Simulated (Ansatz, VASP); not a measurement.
**Two plane-wave programs on P**

File INCAR:

```
ALGO     = Normal         # electronic algorithm
EDIFF    = 1E-6           # SCF threshold, eV
ENCUT    = 520            # plane-wave cutoff, eV
GGA      = CA             # functional
GGA_COMPAT= False        
ISIF     = 2              # what is computed and relaxed
ISMEAR   = -1             # smearing method
LASPH    = True           # aspherical terms in the spheres
LCHARG   = False          # write CHGCAR
LORBIT   = 11             # projections on sites
LORBMOM  = True         
LREAL    = False          # projectors in reciprocal space
LSORBIT  = True           # spin-orbit coupling
LWAVE    = False          # write WAVECAR
MAGMOM   = 0 0 0 0 0 0    # initial moments
NBANDS   = 22             # bands
NELM     = 150            # most SCF steps
PREC     = Accurate       # precision mode
SIGMA    = 0.1            # smearing width, eV
```

KPOINTS

```
k-points
0
Gamma
  10 10 10
```

POSCAR

```
P
1.0
    0.0000000000      2.6704019157      2.6704019157
    2.6704019157      0.0000000000      2.6704019157
    2.6704019157      2.6704019157      0.0000000000
P
2
Direct
    0.1250000000      0.1250000000      0.1250000000
    0.8750000000      0.8750000000      0.8750000000
```

Input for Ansatz:

```yaml
crystal:
  lattice:
    - [0.0, 2.6704019157, 2.6704019157]
    - [2.6704019157, 0.0, 2.6704019157]
    - [2.6704019157, 2.6704019157, 0.0]
  atoms:
    - { symbol: P, position: [0.125, 0.125, 0.125] }
    - { symbol: P, position: [0.875, 0.875, 0.875] }
hamiltonian:
  xc: lda
  pseudopotentials:
    kind: paw_fr
    azcp:
      P: "pseudopotentials/P.paw.azcp"
basis:
  ecutwfc: 420
  fft_grid_basis: typed
kpoints:
  mp_grid: { grid: [10, 10, 10], shift: [0, 0, 0] }
magnetization:
  noncollinear: true
  spin_orbit: true
scf:
  occupations: { method: fermi_dirac, width: 0.1 }
```

Alike in both runs: task single point; functional LDA; k mesh 10 × 10 × 10; occupations fermi-dirac, width 0.1 eV; non-collinear spin, spin-orbit coupling.

```csv
,VASP,Ansatz
version,VASP 6.6.1,Ansatz 0.2.0
potentials or method,"VASP PAW LDA potentials, release 64 (P), cutoff 520 eV","plane waves (420 eV) with PAW, fully relativistic with spin-orbit coupling"
valence electrons in the cell,10,10
```

```tsv
	VASP	Ansatz	Ansatz less VASP
net moment per atom (μB)	0.00	0.00	0.000
```

Ansatz warns that its potentials were made for another functional, while VASP's fit it. LDA's correlation is that of Perdew and Zunger in VASP and of Perdew and Wang (1992) in Ansatz.
